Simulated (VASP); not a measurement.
Crystal: Sb.

```
Sb
1.0
     3.22198    0.00000    0.00000
     0.00000    3.22198    0.00000
     0.00000    0.00000    3.22198
Sb
1
Direct
  0.00000 0.00000 0.00000
```

This isn't the form of Sb at room conditions, which is rhombohedral.

Base run:

| Quantity | Value |
| --- | --- |
| Program | VASP 6.6.1 |
| Functional | PBE0 |
| Potentials or basis | VASP PAW PBE potentials, release 64 (Sb_d_GW) |
| Cutoff | 400 eV |
| k mesh | 6 × 6 × 6 |
| Occupations | fermi-dirac, width 0.05 eV |
| Spin | no spin polarisation |

Its results: band gap on the k mesh zero (an odd number of electrons rules out a gap without spin polarisation); pressure -6.1 GPa.

**Question.** The run is repeated on the same cell with these changes: functional from PBE0 to r2SCAN0; cutoff from 400 eV to 440 eV; k mesh from 6 × 6 × 6 to 4 × 4 × 4. What comes out?

**Answer.** Band gap on the k mesh zero (an odd number of electrons rules out a gap without spin polarisation); pressure -8.1 GPa.

Several settings changed at once.

Caveats: some runs use coarse meshes; the PAW data sets were made with another functional, which shifts forces and pressure a little; spin-orbit coupling is left out, which moves the levels of the heavy elements; an odd number of electrons without spin polarisation forces a metal; a magnetic or distorted state may lie lower; the cell stands under tension (at least some runs).
